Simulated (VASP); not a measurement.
# InP (I-4m2) in VASP: single point with LDA

Aim: the single point of InP with LDA.

Program: VASP 6.6.1. These are calculated values, not measurements. Logs are shortened: lines on timing, memory, paths and dates and some standing lists are left out, and cuts for length are marked.

## Step 1: The cell of the first run

The structure is tetragonal, space group I-4m2 (No. 119). The conventional cell has a = 4.038 Å, b = 4.038 Å, c = 6.067 Å, α = 90.00°, β = 90.00°, γ = 90.00°. Within 3.3 Å of In (site symmetry -4m2) lie 4 P at 2.53 Å. Within 3.3 Å of P (site symmetry -4m2) lie 4 In at 2.53 Å.

## Step 2: Single point, LDA (24.73 Å³/atom)

Contents of INCAR:

```
SYSTEM = InP
PREC = Accurate ; ENCUT = 520
EDIFF = 1E-7 ; ISMEAR = 0
SIGMA = 0.05 ; LREAL = .FALSE.
LASPH = .TRUE. ; NELM = 60
ALGO = Normal ; ISIF = 2
LWAVE = .FALSE. ; LCHARG = .FALSE.
GGA = CA ; NBANDS = 16
```

Contents of KPOINTS:

```
Automatic mesh
0
G
  12 12 12
  0 0 0
```

Contents of POSCAR:

```
InP
1.0
    0.0000000000      3.0336553999      2.8552050823
    2.8552050823      0.0000000000      2.8552050823
    2.8552050823      3.0336553999      0.0000000000
In P
1 1
Direct
    0.0000000000      0.0000000000      0.0000000000
    0.7500000000      0.7500000000      0.7500000000
```

Potentials or basis: VASP PAW LDA potentials, release 64 (In_d, P).

The run is started by

```sh
$ cat potpaw_LDA.64/In_d/POTCAR potpaw_LDA.64/P/POTCAR > POTCAR
$ mpirun -np 1 vasp_std > vasp.out
```

OUTCAR:

```text
SYSTEM = InP
   PREC = Accurate
   ENCUT = 520
   EDIFF = 1E-7
   ISMEAR = 0
   LREAL = .FALSE.
   LASPH = .TRUE.
   NELM = 60
   ISIF = 2
   GGA = CA

 ion  position               nearest neighbor table
   1  0.000  0.000  0.000-   2 2.53   2 2.53   2 2.53   2 2.53
   2  0.750  0.750  0.750-   1 2.53   1 2.53   1 2.53   1 2.53

  LATTYP: Found a body centered tetragonal cell.
 ALAT       =     4.0378697507
 C/A-ratio  =     1.5026019100

  Lattice vectors:

 A1 = (   0.0000000000,  -3.0336553999,   2.8552050823)
 A2 = (   0.0000000000,  -3.0336553999,  -2.8552050823)
 A3 = (   2.8552050823,   3.0336553999,   0.0000000000)

Analysis of symmetry for initial positions (statically):
=====================================================================
 Subroutine PRICEL returns:
 Original cell was already a primitive cell.

 Routine SETGRP: Setting up the symmetry group for a
 body centered tetragonal supercell.

 Subroutine GETGRP returns: Found  8 space group operations
 (whereof  8 operations were pure point group operations)
 out of a pool of 16 trial point group operations.

The static configuration has the point symmetry D_2d.

Analysis of symmetry for dynamics (positions and initial velocities):
=====================================================================
 Subroutine PRICEL returns:
 Original cell was already a primitive cell.

 Routine SETGRP: Setting up the symmetry group for a
 body centered tetragonal supercell.

 Subroutine GETGRP returns: Found  8 space group operations
 (whereof  8 operations were pure point group operations)
 out of a pool of 16 trial point group operations.

The dynamic configuration has the point symmetry D_2d.

 Subroutine INISYM returns: Found  8 space group operations
 (whereof  8 operations are pure point group operations),
 and found     1 'primitive' translations

----------------------------------------------------------------------------------------

                                     Primitive cell

  volume of cell :      49.4619

  direct lattice vectors                    reciprocal lattice vectors
     0.000000000  3.033655400  2.855205082    -0.175118769  0.164817665  0.175118769
     2.855205082  0.000000000  2.855205082     0.175118769 -0.164817665  0.175118769
     2.855205082  3.033655400  0.000000000     0.175118769  0.164817665 -0.175118769

  length of vectors
     4.165964612  4.037869751  4.165964612     0.297486184  0.297486184  0.297486184

  position of ions in fractional coordinates (direct lattice)
     0.000000000  0.000000000  0.000000000
     0.750000000  0.750000000  0.750000000

  ion indices of the primitive-cell ions
   primitive index   ion index
                 1           1
                 2           2

----------------------------------------------------------------------------------------

 KPOINTS: Automatic mesh

Automatic generation of k-mesh.
 Grid dimensions read from file:
 generate k-points for:   12   12   12

 Generating k-lattice:

  Cartesian coordinates                     Fractional coordinates (reciprocal lattice)
    -0.014593231  0.013734805  0.014593231     0.083333333  0.000000000  0.000000000
     0.014593231 -0.013734805  0.014593231     0.000000000  0.083333333  0.000000000
     0.014593231  0.013734805 -0.014593231     0.000000000  0.000000000  0.083333333

  Length of vectors
     0.024790515  0.024790515  0.024790515

  Shift w.r.t. Gamma in fractional coordinates (k-lattice)
     0.000000000  0.000000000  0.000000000

 Subroutine IBZKPT returns following result:
 ===========================================

 Found    163 irreducible k-points:

 Following reciprocal coordinates:
            Coordinates               Weight
  0.000000  0.000000  0.000000      1.000000
  0.083333  0.000000  0.000000      8.000000
  0.166667  0.000000  0.000000      8.000000
  0.250000  0.000000  0.000000      8.000000
  0.333333  0.000000  0.000000      8.000000
  0.416667  0.000000  0.000000      8.000000
[... 16 lines left out ...]
  0.500000  0.166667  0.000000     16.000000
 -0.416667  0.166667  0.000000     16.000000
 [... further k-points ...]
   k-points           NKPTS =    163   k-points in BZ     NKDIM =    163   number of bands    NBANDS=     16
   number of dos      NEDOS =    301   number of ions     NIONS =      2
   total plane-waves  NPLWV =  30720
   dimension x,y,z NGX =    32 NGY =   30 NGZ =   32
   dimension x,y,z NGXF=    64 NGYF=   60 NGZF=   64
   ions per type =               1   1
   NGX,Y,Z   is equivalent  to a cutoff of  12.77, 12.35, 12.77 a.u.
   NGXF,Y,Z  is equivalent  to a cutoff of  25.54, 24.70, 25.54 a.u.
 SYSTEM =  InP
   PREC   = accura    normal or accurate (medium, high low for compatibility)
   ISTART =      0    job   : 0-new  1-cont  2-samecut
   ICHARG =      2    charge: 1-file 2-atom 10-const
   ISPIN  =      1    spin polarized calculation?
   LNONCOLLINEAR =      F non collinear calculations
   LSORBIT =      F    spin-orbit coupling
   LASPH  =      T    aspherical Exc in radial PAW
   ENCUT  =  520.0 eV  38.22 Ry    6.18 a.u.   7.75  7.51  7.75*2*pi/ulx,y,z
   NELM   =     60;   NELMIN=  2; NELMDL= -5     # of ELM steps
   EDIFF  = 0.1E-06   stopping-criterion for ELM
   LREAL  =      F    real-space projection
   EDIFFG = 0.1E-05   stopping-criterion for IOM
   NSW    =      0    number of steps for IOM
   IBRION =     -1    ionic relax: 0-MD 1-quasi-New 2-CG
   NFREE  =      0    steps in history (QN), initial steepest desc. (CG)
   ISIF   =      2    stress and relaxation
   ISYM   =      2    0-nonsym 1-usesym 2-fastsym
   POTIM  = 0.5000    time-step for ionic-motion
   TEBEG  =    0.0;   TEEND  =   0.0 temperature during run
   PSTRESS=    0.0 pullay stress
   NELECT =      18.0000    total number of electrons
   NUPDOWN=      -1.0000    fix difference up-down
   EMIN   =  10.00;   EMAX   =-10.00  energy-range for DOS
   EFERMI =   0.00;   METHOD = LEGACY
   ISMEAR =     0;   SIGMA  =   0.05  broadening in eV -4-tet -1-fermi 0-gaus
   EFERMI_NEDOS =   21; number of points for ismear=-14 and -15
   IALGO  =     38    algorithm
   IMIX   =      4    mixing-type and parameters
     AMIX     =   0.40;   BMIX     =  1.00
     AMIX_MAG =   1.60;   BMIX_MAG =  1.00
  volume/ion in A,a.u.               =      24.73       166.89
  Fermi-wavevector in a.u.,A,eV,Ry     =   1.168805  2.208721 18.586987  1.366105
  Thomas-Fermi vector in A             =   2.305287
   LORBIT       =      0    0 simple, 1 ext, 2 COOP (PROOUT), +10 PAW based schemes
   GGA     = CA    functional components
   LHFCALC =     F    Hartree Fock is set to
   AEXX    =    0.0000 exact exchange contribution
   IVDW    =     0    specifies the selected vdW correction
   LEPSILON=     F    determine dielectric tensor
   LRPA    =     F    only Hartree local field effects (RPA)
 non-spin polarized calculation
 Gauss-broadening in eV      SIGMA  =   0.05
  energy-cutoff  :      520.00
  volume of cell :       49.46
 maximum number of plane-waves:      1356
   NGX = 15   NGY = 15   NGZ = 15

 number of electron      18.0000003 magnetization

 Free energy of the ion-electron system (eV)
  ---------------------------------------------------
  ext. energy  EPLUGINS =         0.00000000
  ---------------------------------------------------
  free energy    TOTEN  =        -9.65664460 eV

  energy without entropy =       -9.65664460  energy(sigma->0) =       -9.65664460

 E-fermi :   5.5254     XC(G=0):  -9.6895

 val. band max:        5.3074378281   @ k =   0.0000   0.0000   0.0000
 cond. band min:       5.7881233469   @ k =   0.0000   0.0000   0.0000
 fundamental gap:      0.4806855188
 Fermi energy:         5.5254166665

 k-point     1 :       0.0000    0.0000    0.0000
  band No.  band energies     occupation
      1      -9.0399      2.00000
      2      -9.0130      2.00000
      3      -9.0130      2.00000
      4      -8.8610      2.00000
      5      -8.8605      2.00000
      6      -6.4552      2.00000
[... 8 lines left out ...]
     15      14.1897      0.00000
     16      15.1697      0.00000

 k-point     2 :       0.0833    0.0000    0.0000
  band No.  band energies     occupation
      1      -9.0411      2.00000
      2      -9.0173      2.00000
      3      -9.0094      2.00000
      4      -8.8616      2.00000
      5      -8.8599      2.00000
      6      -6.3724      2.00000
[... 8 lines left out ...]
     15      14.1194      0.00000
     16      14.6804      0.00000

 k-point     3 :       0.1667    0.0000    0.0000
  band No.  band energies     occupation
      1      -9.0583      2.00000
      2      -9.0152      2.00000
      3      -9.0002      2.00000
      4      -8.8626      2.00000
      5      -8.8575      2.00000
      6      -6.1307      2.00000
[... 8 lines left out ...]
     15      14.0909      0.00000
     16      14.6121      0.00000

 k-point     4 :       0.2500    0.0000    0.0000
  band No.  band energies     occupation
      1      -9.0890      2.00000
      2      -9.0051      2.00000
      3      -8.9889      2.00000
      4      -8.8627      2.00000
      5      -8.8525      2.00000
      6      -5.7526      2.00000
[... 8 lines left out ...]
     15      13.9031      0.00000
     16      14.3341      0.00000
[... 324 lines left out ...]
 k-point    22 :       0.4167    0.1667    0.0000
  band No.  band energies     occupation
      1      -9.1464      2.00000
      2      -8.9748      2.00000
      3      -8.9632      2.00000
      4      -8.8794      2.00000
      5      -8.8345      2.00000
      6      -4.8671      2.00000
[... 8 lines left out ...]
     15      15.5364      0.00000
     16      16.1165      0.00000

 k-point    23 :       0.5000    0.1667    0.0000
  band No.  band energies     occupation
      1      -9.1564      2.00000
      2      -8.9727      2.00000
      3      -8.9613      2.00000
      4      -8.8730      2.00000
      5      -8.8345      2.00000
      6      -4.5072      2.00000
[... 8 lines left out ...]
     15      15.8023      0.00000
     16      16.2462      0.00000

 k-point    24 :      -0.4167    0.1667    0.0000
  band No.  band energies     occupation
      1      -9.1551      2.00000
      2      -8.9734      2.00000
      3      -8.9631      2.00000
      4      -8.8669      2.00000
      5      -8.8393      2.00000
      6      -4.4613      2.00000
[... 8 lines left out ...]
     15      14.9801      0.00000
     16      16.0625      0.00000

 [... further k-points ...]
[... 5 lines left out ...]
  --------------------------------------------------------------------------------------
  -------------------------------------------------------------------------------------
  Total        0.2847059     -0.6390140      0.2847059      0.0000000      0.0000000      0.0000000
  in kB        9.2222358    -20.6990347      9.2222358      0.0000000      0.0000000      0.0000000
  external PRESSURE =      -0.7515210 kB  Pullay stress =       0.0000000 kB

 VOLUME and BASIS-vectors are now :
 -----------------------------------------------------------------------------
  energy-cutoff  :      520.00
  volume of cell :       49.46
      direct lattice vectors                 reciprocal lattice vectors
     0.000000000  3.033655400  2.855205082    -0.175118769  0.164817665  0.175118769
     2.855205082  0.000000000  2.855205082     0.175118769 -0.164817665  0.175118769
     2.855205082  3.033655400  0.000000000     0.175118769  0.164817665 -0.175118769

 POSITION                                       TOTAL-FORCE (eV/Angst)
 -----------------------------------------------------------------------------------
      0.00000      0.00000      0.00000         0.000000     -0.000000      0.000000
      4.28281      4.55048      4.28281        -0.000000      0.000000     -0.000000
 -----------------------------------------------------------------------------------
    total drift:                               -0.000002      0.000002     -0.000002

  FREE ENERGIE OF THE ION-ELECTRON SYSTEM (eV)
  ---------------------------------------------------
  free  energy   TOTEN  =        -9.6566445958 eV

  energy  without entropy=       -9.6566445958  energy(sigma->0) =       -9.65664460
```

Run time: 46 s. Hardware: 1 thread of Intel Xeon 6975P-C (Granite Rapids), shared host; peak memory 0.25 GiB.

Results:

| Property | Result |
| --- | --- |
| Free energy | -9.6566 eV |
| Pressure | -0.1 GPa |
| Band gap on the k mesh | 0.48 eV |

Stress tensor (GPa, compression positive):
```
 0.92  0.00  0.00
 0.00 -2.07  0.00
 0.00  0.00  0.92
```

Caveat: spin-orbit coupling is left out, which moves the levels of the heavy elements. A hybrid or GW would open this gap; LDA tends to underestimate it.
